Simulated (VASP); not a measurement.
# MgO (P-6m2) in VASP: single point with LDA

Aim: the single point of MgO with LDA.

Program: VASP 6.6.1. These are calculated values, not measurements. Logs are shortened: lines on timing, memory, paths and dates and some standing lists are left out, and cuts for length are marked.

### Step 1. The cell of the first run

Symmetry: P-6m2, No. 187, hexagonal system. Conventional cell: a = 2.938 Å, b = 2.938 Å, c = 2.680 Å, α = 90.00°, β = 90.00°, γ = 120.00°. Within 2.9 Å of Mg (site symmetry -6m2) lie 6 O at 2.16 Å and 2 Mg at 2.68 Å. Within 2.9 Å of O (site symmetry -6m2) lie 6 Mg at 2.16 Å and 2 O at 2.68 Å.

### Step 2. Single point, LDA

INCAR reads:

```
PREC     = Accurate       # precision mode
ENCUT    = 520            # plane-wave cutoff, eV
EDIFF    = 1E-6           # SCF threshold, eV
ISMEAR   = 0              # smearing method
SIGMA    = 0.05           # smearing width, eV
LREAL    = False          # projectors in reciprocal space
LASPH    = True           # aspherical terms in the spheres
NELM     = 100            # most SCF steps
ALGO     = Normal         # electronic algorithm
ISIF     = 2              # what is computed and relaxed
LWAVE    = False          # write WAVECAR
LCHARG   = False          # write CHGCAR
NBANDS   = 11             # bands
```

KPOINTS reads:

```
regular mesh
0
Gamma
  9 9 8
```

POSCAR reads:

```
MgO
1.0
    2.9380209034      0.0000000000      0.0000000000
   -1.4690104517      2.5444007392      0.0000000000
    0.0000000000      0.0000000000      2.6796800000
Mg O
1 1
Direct
    0.0000000000      0.0000000000      0.0000000000
    0.3333333333      0.6666666667      0.5000000000
```

Potentials or basis: VASP PAW LDA potentials, release 64 (Mg, O).

Run with:

```
cat potpaw_LDA.64/Mg/POTCAR potpaw_LDA.64/O/POTCAR > POTCAR
mpirun -np 1 vasp_std > vasp.out
```

OUTCAR:

```text
PREC = Accurate
   ENCUT = 520
   EDIFF = 1E-6
   ISMEAR = 0
   LREAL = False
   LASPH = True
   NELM = 100
   ISIF = 2

 ion  position               nearest neighbor table
   1  0.000  0.000  0.000-   2 2.16   2 2.16   2 2.16   2 2.16   2 2.16   2 2.16
   2  0.333  0.667  0.500-   1 2.16   1 2.16   1 2.16   1 2.16   1 2.16   1 2.16

  LATTYP: Found a hexagonal cell.
 ALAT       =     2.9380209034
 C/A-ratio  =     0.9120697531

  Lattice vectors:

 A1 = (   2.9380209034,   0.0000000000,   0.0000000000)
 A2 = (  -1.4690104517,   2.5444007392,   0.0000000000)
 A3 = (   0.0000000000,   0.0000000000,   2.6796800000)

Analysis of symmetry for initial positions (statically):
=====================================================================
 Subroutine PRICEL returns:
 Original cell was already a primitive cell.

 Routine SETGRP: Setting up the symmetry group for a
 hexagonal supercell.

 Subroutine GETGRP returns: Found 12 space group operations
 (whereof 12 operations were pure point group operations)
 out of a pool of 24 trial point group operations.

The static configuration has the point symmetry D_3h.

Analysis of symmetry for dynamics (positions and initial velocities):
=====================================================================
 Subroutine PRICEL returns:
 Original cell was already a primitive cell.

 Routine SETGRP: Setting up the symmetry group for a
 hexagonal supercell.

 Subroutine GETGRP returns: Found 12 space group operations
 (whereof 12 operations were pure point group operations)
 out of a pool of 24 trial point group operations.

The dynamic configuration has the point symmetry D_3h.

 Subroutine INISYM returns: Found 12 space group operations
 (whereof 12 operations are pure point group operations),
 and found     1 'primitive' translations

----------------------------------------------------------------------------------------

                                     Primitive cell

  volume of cell :      20.0320

  direct lattice vectors                    reciprocal lattice vectors
     2.938020903  0.000000000  0.000000000     0.340365175  0.196509926  0.000000000
    -1.469010452  2.544400739  0.000000000     0.000000000  0.393019851  0.000000000
     0.000000000  0.000000000  2.679680000     0.000000000  0.000000000  0.373178887

  length of vectors
     2.938020903  2.938020903  2.679680000     0.393019851  0.393019851  0.373178887

  position of ions in fractional coordinates (direct lattice)
     0.000000000  0.000000000  0.000000000
     0.333333333  0.666666667  0.500000000

  ion indices of the primitive-cell ions
   primitive index   ion index
                 1           1
                 2           2

----------------------------------------------------------------------------------------

 KPOINTS: regular mesh

Automatic generation of k-mesh.
 Grid dimensions read from file:
 generate k-points for:    9    9    8

 Generating k-lattice:

  Cartesian coordinates                     Fractional coordinates (reciprocal lattice)
     0.037818353  0.021834436  0.000000000     0.111111111 -0.000000000  0.000000000
     0.000000000  0.043668872  0.000000000     0.000000000  0.111111111  0.000000000
     0.000000000  0.000000000  0.046647361     0.000000000  0.000000000  0.125000000

  Length of vectors
     0.043668872  0.043668872  0.046647361

  Shift w.r.t. Gamma in fractional coordinates (k-lattice)
     0.000000000  0.000000000  0.000000000

 Subroutine IBZKPT returns following result:
 ===========================================

 Found     60 irreducible k-points:

 Following reciprocal coordinates:
            Coordinates               Weight
  0.000000  0.000000  0.000000      1.000000
  0.111111 -0.000000  0.000000      6.000000
  0.222222 -0.000000  0.000000      6.000000
  0.333333 -0.000000  0.000000      6.000000
  0.444444 -0.000000  0.000000      6.000000
  0.111111  0.111111  0.000000      6.000000
[... 16 lines left out ...]
  0.333333  0.222222  0.125000     24.000000
  0.333333  0.333333  0.125000      4.000000
 [... further k-points ...]
   k-points           NKPTS =     60   k-points in BZ     NKDIM =     60   number of bands    NBANDS=     11
   number of dos      NEDOS =    301   number of ions     NIONS =      2
   total plane-waves  NPLWV =  11520
   dimension x,y,z NGX =    24 NGY =   24 NGZ =   20
   dimension x,y,z NGXF=    48 NGYF=   48 NGZF=   40
   ions per type =               1   1
   NGX,Y,Z   is equivalent  to a cutoff of  13.58, 13.58, 12.41 a.u.
   NGXF,Y,Z  is equivalent  to a cutoff of  27.16, 27.16, 24.82 a.u.
 SYSTEM =  unknown system
   PREC   = accura    normal or accurate (medium, high low for compatibility)
   ISTART =      0    job   : 0-new  1-cont  2-samecut
   ICHARG =      2    charge: 1-file 2-atom 10-const
   ISPIN  =      1    spin polarized calculation?
   LNONCOLLINEAR =      F non collinear calculations
   LSORBIT =      F    spin-orbit coupling
   LASPH  =      T    aspherical Exc in radial PAW
   ENCUT  =  520.0 eV  38.22 Ry    6.18 a.u.   5.46  5.46  4.98*2*pi/ulx,y,z
   NELM   =    100;   NELMIN=  2; NELMDL= -5     # of ELM steps
   EDIFF  = 0.1E-05   stopping-criterion for ELM
   LREAL  =      F    real-space projection
   EDIFFG = 0.1E-04   stopping-criterion for IOM
   NSW    =      0    number of steps for IOM
   IBRION =     -1    ionic relax: 0-MD 1-quasi-New 2-CG
   NFREE  =      0    steps in history (QN), initial steepest desc. (CG)
   ISIF   =      2    stress and relaxation
   ISYM   =      2    0-nonsym 1-usesym 2-fastsym
   POTIM  = 0.5000    time-step for ionic-motion
   TEBEG  =    0.0;   TEEND  =   0.0 temperature during run
   PSTRESS=    0.0 pullay stress
   NELECT =       8.0000    total number of electrons
   NUPDOWN=      -1.0000    fix difference up-down
   EMIN   =  10.00;   EMAX   =-10.00  energy-range for DOS
   EFERMI =   0.00;   METHOD = LEGACY
   ISMEAR =     0;   SIGMA  =   0.05  broadening in eV -4-tet -1-fermi 0-gaus
   EFERMI_NEDOS =   21; number of points for ismear=-14 and -15
   IALGO  =     38    algorithm
   IMIX   =      4    mixing-type and parameters
     AMIX     =   0.40;   BMIX     =  1.00
     AMIX_MAG =   1.60;   BMIX_MAG =  1.00
  volume/ion in A,a.u.               =      10.02        67.59
  Fermi-wavevector in a.u.,A,eV,Ry     =   1.205583  2.278221 19.775115  1.453430
  Thomas-Fermi vector in A             =   2.341275
   LORBIT       =      0    0 simple, 1 ext, 2 COOP (PROOUT), +10 PAW based schemes
   GGA     = CA    functional components
   LHFCALC =     F    Hartree Fock is set to
   AEXX    =    0.0000 exact exchange contribution
   IVDW    =     0    specifies the selected vdW correction
   LEPSILON=     F    determine dielectric tensor
   LRPA    =     F    only Hartree local field effects (RPA)
 non-spin polarized calculation
 Gauss-broadening in eV      SIGMA  =   0.05
  energy-cutoff  :      520.00
  volume of cell :       20.03
 maximum number of plane-waves:       562
 NGX is ok and might be reduce to    24
   NGX = 11   NGY = 11   NGZ =  9

 number of electron       7.9999996 magnetization

 Free energy of the ion-electron system (eV)
  ---------------------------------------------------
  ext. energy  EPLUGINS =         0.00000000
  ---------------------------------------------------
  free energy    TOTEN  =       -12.67578466 eV

  energy without entropy =      -12.67578466  energy(sigma->0) =      -12.67578466

 E-fermi :   3.2914     XC(G=0): -11.2317

 val. band max:        2.9883584113   @ k =   0.3333   0.3333   0.0000
 cond. band min:       5.9331654222   @ k =   0.0000   0.0000   0.0000
 fundamental gap:      2.9448070109
 Fermi energy:         3.2914310903

 k-point     1 :       0.0000    0.0000    0.0000
  band No.  band energies     occupation
      1     -14.1745      2.00000
      2       2.3831      2.00000
      3       2.3831      2.00000
      4       2.5799      2.00000
      5       5.9332      0.00000
      6      14.6161      0.00000
      7      18.2820      0.00000
      8      18.2820      0.00000
      9      22.6216      0.00000
     10      23.5514      0.00000
     11      25.1488      0.00000

 k-point     2 :       0.1111   -0.0000    0.0000
  band No.  band energies     occupation
      1     -14.0628      2.00000
      2       1.5818      2.00000
      3       2.2904      2.00000
      4       2.6196      2.00000
      5       6.6819      0.00000
      6      14.6127      0.00000
      7      17.2044      0.00000
      8      18.5932      0.00000
      9      23.3477      0.00000
     10      23.7717      0.00000
     11      25.3630      0.00000

 k-point     3 :       0.2222   -0.0000    0.0000
  band No.  band energies     occupation
      1     -13.7639      2.00000
      2       0.1505      2.00000
      3       2.0661      2.00000
      4       2.7227      2.00000
      5       7.9686      0.00000
      6      13.9876      0.00000
      7      16.5814      0.00000
      8      19.3331      0.00000
      9      22.7954      0.00000
     10      23.5785      0.00000
     11      26.1472      0.00000

 k-point     4 :       0.3333   -0.0000    0.0000
  band No.  band energies     occupation
      1     -13.3912      2.00000
      2      -1.1192      2.00000
      3       1.8275      2.00000
      4       2.8447      2.00000
      5       8.9837      0.00000
      6      13.2666      0.00000
      7      16.4609      0.00000
      8      20.0509      0.00000
      9      22.1157      0.00000
     10      23.6999      0.00000
     11      27.8155      0.00000
[... 239 lines left out ...]
 k-point    22 :       0.2222    0.2222    0.1250
  band No.  band energies     occupation
      1     -13.1124      2.00000
      2      -0.9683      2.00000
      3       0.9739      2.00000
      4       2.2024      2.00000
      5      10.1752      0.00000
      6      13.4074      0.00000
      7      16.6335      0.00000
      8      18.7180      0.00000
      9      21.5617      0.00000
     10      23.1838      0.00000
     11      27.1822      0.00000

 k-point    23 :       0.3333    0.2222    0.1250
  band No.  band energies     occupation
      1     -12.9138      2.00000
      2      -1.2022      2.00000
      3       0.3846      2.00000
      4       2.3147      2.00000
      5      10.7336      0.00000
      6      13.5700      0.00000
      7      15.8555      0.00000
      8      19.4730      0.00000
      9      20.6840      0.00000
     10      24.0007      0.00000
     11      27.0361      0.00000

 k-point    24 :       0.3333    0.3333    0.1250
  band No.  band energies     occupation
      1     -12.8455      2.00000
      2      -0.6029      2.00000
      3      -0.5873      2.00000
      4       2.3540      2.00000
      5      11.0862      0.00000
      6      14.0896      0.00000
      7      15.1303      0.00000
      8      19.8574      0.00000
      9      20.4401      0.00000
     10      24.1387      0.00000
     11      26.7003      0.00000

 [... further k-points ...]

------------------------ aborting loop because EDIFF is reached ----------------------------------------

  FORCE on cell =-STRESS in cart. coord.  units (eV):
  Direction    XX          YY          ZZ          XY          YZ          ZX
  --------------------------------------------------------------------------------------
  -------------------------------------------------------------------------------------
  Total       -1.3053860     -1.3053860     -1.5032936      0.0000000      0.0000000      0.0000000
  in kB     -104.4061802   -104.4061802   -120.2350397      0.0000000      0.0000000      0.0000000
  external PRESSURE =    -109.6824667 kB  Pullay stress =       0.0000000 kB

 VOLUME and BASIS-vectors are now :
 -----------------------------------------------------------------------------
  energy-cutoff  :      520.00
  volume of cell :       20.03
      direct lattice vectors                 reciprocal lattice vectors
     2.938020903  0.000000000  0.000000000     0.340365175  0.196509926  0.000000000
    -1.469010452  2.544400739  0.000000000     0.000000000  0.393019851  0.000000000
     0.000000000  0.000000000  2.679680000     0.000000000  0.000000000  0.373178887

 POSITION                                       TOTAL-FORCE (eV/Angst)
 -----------------------------------------------------------------------------------
      0.00000      0.00000      0.00000         0.000000     -0.000000      0.000000
     -0.00000      1.69627      1.33984        -0.000000      0.000000      0.000000
 -----------------------------------------------------------------------------------
    total drift:                                0.000000     -0.000000     -0.000000

  FREE ENERGIE OF THE ION-ELECTRON SYSTEM (eV)
  ---------------------------------------------------
  free  energy   TOTEN  =       -12.6757846644 eV

  energy  without entropy=      -12.6757846644  energy(sigma->0) =      -12.67578466
```

Wall time 6 s (1 thread of Intel Xeon 6975P-C, shared host); peak memory 0.13 GiB.

What came out:

- Free energy: -12.6758 eV
- Pressure: -11.0 GPa
- Band gap on the k mesh: 2.94 eV, indirect (least direct gap 3.35 eV)

A k mesh can miss the band edges. LDA gaps usually lie below the measured ones, often by a third to a half.
